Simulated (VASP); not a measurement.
# LiH (Fm-3m) in VASP: further runs

The runs below take LiH through single point, relaxation of cell and atoms, with LDA.

All numbers are computed with VASP 6.6.1; they aren't measurements. Logs are shortened: lines on timing, memory, paths and dates and some standing lists are left out, and cuts for length are marked.

### 1 The cell of the first run

Symmetry: Fm-3m, No. 225, cubic system. Conventional cell: a = 3.371 Å, b = 3.371 Å, c = 3.371 Å, α = 90.00°, β = 90.00°, γ = 90.00°. Li (site symmetry m-3m) has 6 H at 1.69 Å within 2.2 Å. Within 2.2 Å of H (site symmetry m-3m) lie 6 Li at 1.69 Å.

### 2 Single point, LDA

File INCAR:

```
SYSTEM = LiH
PREC     = Accurate       ! precision mode
ENCUT    = 750            ! plane-wave cutoff, eV
EDIFF    = 1E-6           ! SCF threshold, eV
ISMEAR   = 0              ! smearing method
SIGMA    = 0.01           ! smearing width, eV
LREAL    = .FALSE.        ! projectors in reciprocal space
LASPH    = .TRUE.         ! aspherical terms in the spheres
NELM     = 120            ! most SCF steps
ALGO     = Normal         ! electronic algorithm
ISIF     = 2              ! what is computed and relaxed
LWAVE    = .FALSE.        ! write WAVECAR
LCHARG   = .TRUE.         ! write CHGCAR
GGA      = CA             ! functional
LELF     = .TRUE.         ! ELF
LVHAR    = .TRUE.       
NBANDS   = 9              ! bands
GGA_COMPAT= .FALSE.
```

File KPOINTS:

```
Automatic mesh
0
G
  4 4 4
  0 0 0
```

File POSCAR:

```
LiH
1.0
    0.0000000000      1.6853611413      1.6853611413
    1.6853611413      0.0000000000      1.6853611413
    1.6853611413      1.6853611413      0.0000000000
Li H
1 1
Direct
    0.0000000000      0.0000000000      0.0000000000
    0.5000000000      0.5000000000      0.5000000000
```

Potentials or basis: VASP PAW LDA potentials, release 64 (Li_sv, H).

The run is started by

```bash
> cat potpaw_LDA.64/Li_sv/POTCAR potpaw_LDA.64/H/POTCAR > POTCAR
> mpirun -np 1 vasp_std > vasp.out
```

OUTCAR:

```text
SYSTEM = LiH
   PREC = Accurate
   ENCUT = 750
   EDIFF = 1E-6
   ISMEAR = 0
   LREAL = .FALSE.
   LASPH = .TRUE.
   NELM = 120
   ISIF = 2
   GGA = CA

 ion  position               nearest neighbor table
   1  0.000  0.000  0.000-   2 1.69   2 1.69   2 1.69   2 1.69   2 1.69   2 1.69
   2  0.500  0.500  0.500-   1 1.69   1 1.69   1 1.69   1 1.69   1 1.69   1 1.69

  LATTYP: Found a face centered cubic cell.
 ALAT       =     3.3707222826

  Lattice vectors:

 A1 = (   0.0000000000,   1.6853611413,   1.6853611413)
 A2 = (   1.6853611413,   0.0000000000,   1.6853611413)
 A3 = (   1.6853611413,   1.6853611413,   0.0000000000)

Analysis of symmetry for initial positions (statically):
=====================================================================
 Subroutine PRICEL returns:
 Original cell was already a primitive cell.

 Routine SETGRP: Setting up the symmetry group for a
 face centered cubic supercell.

 Subroutine GETGRP returns: Found 48 space group operations
 (whereof 48 operations were pure point group operations)
 out of a pool of 48 trial point group operations.

The static configuration has the point symmetry O_h .

Analysis of symmetry for dynamics (positions and initial velocities):
=====================================================================
 Subroutine PRICEL returns:
 Original cell was already a primitive cell.

 Routine SETGRP: Setting up the symmetry group for a
 face centered cubic supercell.

 Subroutine GETGRP returns: Found 48 space group operations
 (whereof 48 operations were pure point group operations)
 out of a pool of 48 trial point group operations.

The dynamic configuration has the point symmetry O_h .

 Subroutine INISYM returns: Found 48 space group operations
 (whereof 48 operations are pure point group operations),
 and found     1 'primitive' translations

----------------------------------------------------------------------------------------

                                     Primitive cell

  volume of cell :       9.5743

  direct lattice vectors                    reciprocal lattice vectors
     0.000000000  1.685361141  1.685361141    -0.296672320  0.296672320  0.296672320
     1.685361141  0.000000000  1.685361141     0.296672320 -0.296672320  0.296672320
     1.685361141  1.685361141  0.000000000     0.296672320  0.296672320 -0.296672320

  length of vectors
     2.383460584  2.383460584  2.383460584     0.513851532  0.513851532  0.513851532

  position of ions in fractional coordinates (direct lattice)
     0.000000000  0.000000000  0.000000000
     0.500000000  0.500000000  0.500000000
[... 67 lines left out ...]
   ISYM   =      2    0-nonsym 1-usesym 2-fastsym
   POTIM  = 0.5000    time-step for ionic-motion
   TEBEG  =    0.0;   TEEND  =   0.0 temperature during run
   PSTRESS=    0.0 pullay stress
   NELECT =       4.0000    total number of electrons
   NUPDOWN=      -1.0000    fix difference up-down
   EMIN   =  10.00;   EMAX   =-10.00  energy-range for DOS
   EFERMI =   0.00;   METHOD = LEGACY
   ISMEAR =     0;   SIGMA  =   0.01  broadening in eV -4-tet -1-fermi 0-gaus
   EFERMI_NEDOS =   21; number of points for ismear=-14 and -15
   IALGO  =     38    algorithm
   IMIX   =      4    mixing-type and parameters
     AMIX     =   0.40;   BMIX     =  1.00
     AMIX_MAG =   1.60;   BMIX_MAG =  1.00
  volume/ion in A,a.u.               =       4.79        32.31
  Fermi-wavevector in a.u.,A,eV,Ry     =   1.223842  2.312725 20.378644  1.497788
  Thomas-Fermi vector in A             =   2.358938
   LORBIT       =      0    0 simple, 1 ext, 2 COOP (PROOUT), +10 PAW based schemes
   GGA     = CA    functional components
   LHFCALC =     F    Hartree Fock is set to
   AEXX    =    0.0000 exact exchange contribution
   IVDW    =     0    specifies the selected vdW correction
   LEPSILON=     F    determine dielectric tensor
   LRPA    =     F    only Hartree local field effects (RPA)
 non-spin polarized calculation
 Gauss-broadening in eV      SIGMA  =   0.01
  energy-cutoff  :      750.00
  volume of cell :        9.57
 maximum number of plane-waves:       459
 NGX is ok and might be reduce to    24
   NGX = 11   NGY = 11   NGZ = 11

 number of electron       4.0000001 magnetization

 Free energy of the ion-electron system (eV)
  ---------------------------------------------------
  ext. energy  EPLUGINS =         0.00000000
  ---------------------------------------------------
  free energy    TOTEN  =        -5.98107611 eV

  energy without entropy =       -5.98107611  energy(sigma->0) =       -5.98107611

 E-fermi :   3.7076     XC(G=0): -10.6617

 val. band max:        3.5605427528   @ k =   0.5000   0.5000   0.0000
 cond. band min:       5.3514509087   @ k =   0.5000   0.5000   0.0000
 fundamental gap:      1.7909081559
 Fermi energy:         3.7076144180

 k-point     1 :       0.0000    0.0000    0.0000
  band No.  band energies     occupation
      1     -40.2739      2.00000
      2      -4.0370      2.00000
      3      26.9120      0.00000
      4      26.9120      0.00000
      5      26.9120      0.00000
      6      27.8039      0.00000
      7      32.9212      0.00000
      8      32.9212      0.00000
      9      32.9212      0.00000
[... 73 lines left out ...]
 k-point     8 :      -0.2500    0.5000    0.2500
  band No.  band energies     occupation
      1     -39.8616      2.00000
      2       2.8509      2.00000
      3       8.5981      0.00000
      4       8.5981      0.00000
      5      20.1193      0.00000
      6      27.3060      0.00000
      7      35.2271      0.00000
      8      35.2271      0.00000
      9      42.3263      0.00000

------------------------ aborting loop because EDIFF is reached ----------------------------------------

  FORCE on cell =-STRESS in cart. coord.  units (eV):
  Direction    XX          YY          ZZ          XY          YZ          ZX
  --------------------------------------------------------------------------------------
  -------------------------------------------------------------------------------------
  Total        2.3736505      2.3736505      2.3736505     -0.0000000      0.0000000     -0.0000000
  in kB      397.2084038    397.2084038    397.2084038     -0.0000000      0.0000000     -0.0000000
  external PRESSURE =     397.2084038 kB  Pullay stress =       0.0000000 kB

 VOLUME and BASIS-vectors are now :
 -----------------------------------------------------------------------------
  energy-cutoff  :      750.00
  volume of cell :        9.57
      direct lattice vectors                 reciprocal lattice vectors
     0.000000000  1.685361141  1.685361141    -0.296672320  0.296672320  0.296672320
     1.685361141  0.000000000  1.685361141     0.296672320 -0.296672320  0.296672320
     1.685361141  1.685361141  0.000000000     0.296672320  0.296672320 -0.296672320

 POSITION                                       TOTAL-FORCE (eV/Angst)
 -----------------------------------------------------------------------------------
      0.00000      0.00000      0.00000         0.000000      0.000000     -0.000000
      1.68536      1.68536      1.68536         0.000000      0.000000      0.000000
 -----------------------------------------------------------------------------------
    total drift:                                0.000000     -0.000000     -0.000000

  FREE ENERGIE OF THE ION-ELECTRON SYSTEM (eV)
  ---------------------------------------------------
  free  energy   TOTEN  =        -5.9810761144 eV

  energy  without entropy=       -5.9810761144  energy(sigma->0) =       -5.98107611
```

OSZICAR:

```text
N       E                     dE             d eps       ncg     rms          rms(c)
DAV:   1     0.378001950198E+00    0.37800E+00   -0.18024E+03   144   0.540E+02
DAV:   2    -0.624403883577E+01   -0.66220E+01   -0.65589E+01   222   0.667E+01
DAV:   3    -0.629789235000E+01   -0.53854E-01   -0.53828E-01   158   0.525E+00
DAV:   4    -0.629804773555E+01   -0.15539E-03   -0.15464E-03   172   0.241E-01
DAV:   5    -0.629804808496E+01   -0.34942E-06   -0.34942E-06   172   0.118E-02    0.348E+00
DAV:   6    -0.606729361153E+01    0.23075E+00   -0.16287E-01   161   0.143E+00    0.184E+00
DAV:   7    -0.597988180274E+01    0.87412E-01   -0.24487E-01   167   0.182E+00    0.321E-01
DAV:   8    -0.598118325625E+01   -0.13015E-02   -0.30010E-03   153   0.462E-01    0.655E-02
DAV:   9    -0.598107628146E+01    0.10697E-03   -0.30048E-04   188   0.106E-01    0.358E-03
DAV:  10    -0.598107611445E+01    0.16702E-06   -0.56830E-06   159   0.228E-02
   1 F= -.59810761E+01 E0= -.59810761E+01  d E =-.304892E-97
```

stdout:

```text
POSCAR found type information on POSCAR LiH
 POSCAR found :  2 types and       2 ions
 scaLAPACK will be used
 LDA part: xc-table for (Slater(with rela. corr.)+CA(PZ))
 , standard interpolation
 POSCAR, INCAR and KPOINTS ok, starting setup
 FFT: planning ... GRIDC
 FFT: planning ... GRID_SOFT
 FFT: planning ... GRID
 WAVECAR not read
 entering main loop
```

Run time: 2.2 s. Hardware: 1 thread of Intel Xeon Platinum 8259CL at 2.50GHz (Skylake/Cascade Lake), shared host; peak memory 0.12 GiB.

Results:

```yaml
Free_energy: -5.9811 eV
Pressure: 39.7 GPa
Band_gap_on_the_k_mesh: 1.79 eV
```

Caveat: the k points lie up to 0.81 Å⁻¹ apart, too coarse for converged energies, forces and pressures. A k mesh can miss the band edges.

### 3 Relaxation of cell and atoms, LDA

This run uses another cell than the first one, of 8.45 Å³/atom.

File INCAR:

```
ALGO     = Normal         # electronic algorithm
EDIFF    = 1E-7           # SCF threshold, eV
EDIFFG   = -0.05          # ionic threshold
ENCUT    = 750            # plane-wave cutoff, eV
GGA_COMPAT= F            
IBRION   = 2              # ionic algorithm
ISIF     = 3              # what is computed and relaxed
ISMEAR   = 0              # smearing method
LASPH    = T              # aspherical terms in the spheres
LCHARG   = F              # write CHGCAR
LREAL    = F              # projectors in reciprocal space
LWAVE    = F              # write WAVECAR
NELM     = 120            # most SCF steps
NELMIN   = 4            
NSW      = 80             # ionic steps
PREC     = Accurate       # precision mode
SIGMA    = 0.01           # smearing width, eV
```

File KPOINTS:

```
k-points
0
Gamma
  4 4 4
```

File POSCAR:

```
LiH
1.0
    0.0000000000      2.0367500000      2.0367500000
    2.0367500000      0.0000000000      2.0367500000
    2.0367500000      2.0367500000      0.0000000000
Li H
1 1
Direct
    0.0000000000      0.0000000000      0.0000000000
    0.5000000000      0.5000000000      0.5000000000
```

Potentials or basis: VASP PAW LDA potentials, release 64 (Li_sv, H).

The run is started by

```bash
> cat potpaw_LDA.64/Li_sv/POTCAR potpaw_LDA.64/H/POTCAR > POTCAR
> mpirun -np 1 vasp_std > vasp.out
```

OUTCAR:

```text
EDIFF = 1E-7
   EDIFFG = -0.05
   ENCUT = 750
   IBRION = 2
   ISIF = 3
   ISMEAR = 0
   LASPH = T
   LREAL = F
   NELM = 120
   NELMIN = 4
   NSW = 80
   PREC = Accurate

 ion  position               nearest neighbor table
   1  0.000  0.000  0.000-
   2  0.500  0.500  0.500-

  LATTYP: Found a face centered cubic cell.
 ALAT       =     4.0735000000

  Lattice vectors:

 A1 = (   0.0000000000,   2.0367500000,   2.0367500000)
 A2 = (   2.0367500000,   0.0000000000,   2.0367500000)
 A3 = (   2.0367500000,   2.0367500000,   0.0000000000)

Analysis of symmetry for initial positions (statically):
=====================================================================
 Subroutine PRICEL returns:
 Original cell was already a primitive cell.

 Routine SETGRP: Setting up the symmetry group for a
 face centered cubic supercell.

 Subroutine GETGRP returns: Found 48 space group operations
 (whereof 48 operations were pure point group operations)
 out of a pool of 48 trial point group operations.

The static configuration has the point symmetry O_h .

Analysis of symmetry for dynamics (positions and initial velocities):
=====================================================================
 Subroutine PRICEL returns:
 Original cell was already a primitive cell.

 Routine SETGRP: Setting up the symmetry group for a
 face centered cubic supercell.

 Subroutine GETGRP returns: Found 48 space group operations
 (whereof 48 operations were pure point group operations)
 out of a pool of 48 trial point group operations.

The dynamic configuration has the point symmetry O_h .

 Subroutine INISYM returns: Found 48 space group operations
 (whereof 48 operations are pure point group operations),
 and found     1 'primitive' translations

[... 84 lines left out ...]
   ISYM   =      2    0-nonsym 1-usesym 2-fastsym
   POTIM  = 0.5000    time-step for ionic-motion
   TEBEG  =    0.0;   TEEND  =   0.0 temperature during run
   PSTRESS=    0.0 pullay stress
   NELECT =       4.0000    total number of electrons
   NUPDOWN=      -1.0000    fix difference up-down
   EMIN   =  10.00;   EMAX   =-10.00  energy-range for DOS
   EFERMI =   0.00;   METHOD = LEGACY
   ISMEAR =     0;   SIGMA  =   0.01  broadening in eV -4-tet -1-fermi 0-gaus
   EFERMI_NEDOS =   21; number of points for ismear=-14 and -15
   IALGO  =     38    algorithm
   IMIX   =      4    mixing-type and parameters
     AMIX     =   0.40;   BMIX     =  1.00
     AMIX_MAG =   1.60;   BMIX_MAG =  1.00
  volume/ion in A,a.u.               =       8.45        57.02
  Fermi-wavevector in a.u.,A,eV,Ry     =   1.012699  1.913724 13.953585  1.025560
  Thomas-Fermi vector in A             =   2.145824
   LORBIT       =      0    0 simple, 1 ext, 2 COOP (PROOUT), +10 PAW based schemes
   GGA     = CA    functional components
   LHFCALC =     F    Hartree Fock is set to
   AEXX    =    0.0000 exact exchange contribution
   IVDW    =     0    specifies the selected vdW correction
   LEPSILON=     F    determine dielectric tensor
   LRPA    =     F    only Hartree local field effects (RPA)
 conjugate gradient relaxation of ions
 non-spin polarized calculation
 Gauss-broadening in eV      SIGMA  =   0.01
  energy-cutoff  :      750.00
  volume of cell :       16.90
 maximum number of plane-waves:       817
 NGX is ok and might be reduce to    28
   NGX = 13   NGY = 13   NGZ = 13

--------------------------------------- Ionic step        1  -------------------------------------------

 number of electron       3.9999999 magnetization

 Free energy of the ion-electron system (eV)
  ---------------------------------------------------
  ext. energy  EPLUGINS =         0.00000000
  ---------------------------------------------------
  free energy    TOTEN  =        -6.45265233 eV

  energy without entropy =       -6.45265233  energy(sigma->0) =       -6.45265233

------------------------ aborting loop because EDIFF is reached ----------------------------------------

  FORCE on cell =-STRESS in cart. coord.  units (eV):
  Direction    XX          YY          ZZ          XY          YZ          ZX
  --------------------------------------------------------------------------------------
  -------------------------------------------------------------------------------------
  Total       -0.4058402     -0.4058402     -0.4058402      0.0000000      0.0000000      0.0000000
  in kB      -38.4788880    -38.4788880    -38.4788880      0.0000000      0.0000000      0.0000000
  external PRESSURE =     -38.4788880 kB  Pullay stress =       0.0000000 kB
[... 59 lines left out ...]
--------------------------------------- Ionic step        3  -------------------------------------------

 number of electron       4.0000002 magnetization

 Free energy of the ion-electron system (eV)
  ---------------------------------------------------
  ext. energy  EPLUGINS =         0.00000000
  ---------------------------------------------------
  free energy    TOTEN  =        -6.47557808 eV

  energy without entropy =       -6.47557808  energy(sigma->0) =       -6.47557808

 E-fermi :   0.5372     XC(G=0):  -8.9583

 val. band max:        0.4627803813   @ k =   0.5000   0.5000   0.0000
 cond. band min:       3.0074265350   @ k =   0.5000   0.5000   0.0000
 fundamental gap:      2.5446461538
 Fermi energy:         0.5371746582

 k-point     1 :       0.0000    0.0000    0.0000
  band No.  band energies     occupation
      1     -42.9973      2.00000
      2      -5.2924      2.00000
      3      17.2061      0.00000
      4      18.3261      0.00000
      5      18.3261      0.00000
      6      18.3261      0.00000
[... 90 lines left out ...]
  FREE ENERGIE OF THE ION-ELECTRON SYSTEM (eV)
  ---------------------------------------------------
  free  energy   TOTEN  =        -6.4755780805 eV

  energy  without entropy=       -6.4755780805  energy(sigma->0) =       -6.47557808

 reached required accuracy - stopping structural energy minimisation
```

Run time: 6.7 s. Hardware: 1 thread of Intel Xeon Platinum 8259CL at 2.50GHz (Skylake/Cascade Lake), shared host; peak memory 0.13 GiB.

Results:

| Quantity | Value |
| --- | --- |
| Free energy | -6.4756 eV |
| Relaxed volume | 7.68 Å³/atom |
| Relaxed cell | a = 2.790 Å, b = 2.790 Å, c = 2.790 Å, α = 60.00°, β = 60.00°, γ = 60.00° |
| Space group after relaxing (to 0.1 Å) | Fm-3m (No. 225) |
| Energy gained by relaxing | 11.5 meV/atom |
| Ionic steps | 3 |
| Pressure after relaxing | -0.7 GPa |
| Band gap on the k mesh | 2.54 eV |

The path:
```
step  energy change (eV)  largest force (eV/Å)  pressure (GPa)  volume (Å³)
   1              0.0000                0.0000           -3.85        16.90
   2             -0.0105                0.0000           -2.98        16.41
   3             -0.0229                0.0000           -0.67        15.35
```

Final structure:
```xyz
2
Lattice="0.0000 1.9727 1.9727 1.9727 0.0000 1.9727 1.9727 1.9727 0.0000" Properties=species:S:1:pos:R:3 pbc="T T T"
Li    0.0000    0.0000    0.0000
H     1.9727    1.9727    1.9727
```

Caveat: the k points lie up to 0.69 Å⁻¹ apart in the final cell.
